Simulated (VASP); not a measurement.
Input of a VASP 6.6.1 run:

File INCAR:

```
PREC = Accurate
ENCUT = 520
EDIFF = 1E-8
ISMEAR = -1
SIGMA = 0.03
LREAL = F
LASPH = T
NELM = 80
ALGO = Normal
ISIF = 2
LWAVE = F
LCHARG = F
GGA = CA
LEFG = T
NBANDS = 12
```

KPOINTS

```
Automatic mesh
0
Gamma
  12 12 12
```

POSCAR

```
Sb
1.0
    2.1506003320      1.2416496806      3.6691200000
   -2.1506003320      1.2416496806      3.6691200000
    0.0000000000     -2.4832993611      3.6691200000
Sb
2
Direct
    0.2336400000      0.2336400000      0.2336400000
    0.7663600000      0.7663600000      0.7663600000
```

Potentials or basis: VASP PAW LDA potentials, release 64 (Sb).

Command:

```sh
$ cat potpaw_LDA.64/Sb/POTCAR > POTCAR
$ mpirun -np 1 vasp_std > vasp.out
```

(1) What does it give for the band gap on the k mesh?

(2) Predict the pressure.

(3) Predict the largest force.

## Answers

(1) zero (bands 5 and 6 overlap by 0.27 eV).

(2) 0.5 GPa.

(3) 0.275 eV/Å.

Caveat: the cell differs from its parent crystal (zz strain of -2 %); without QUAD_EFG the Cq values of the log hold for a quadrupole moment of 1 mb, not for the nuclei; spin-orbit coupling is left out, which moves the levels of the heavy elements.
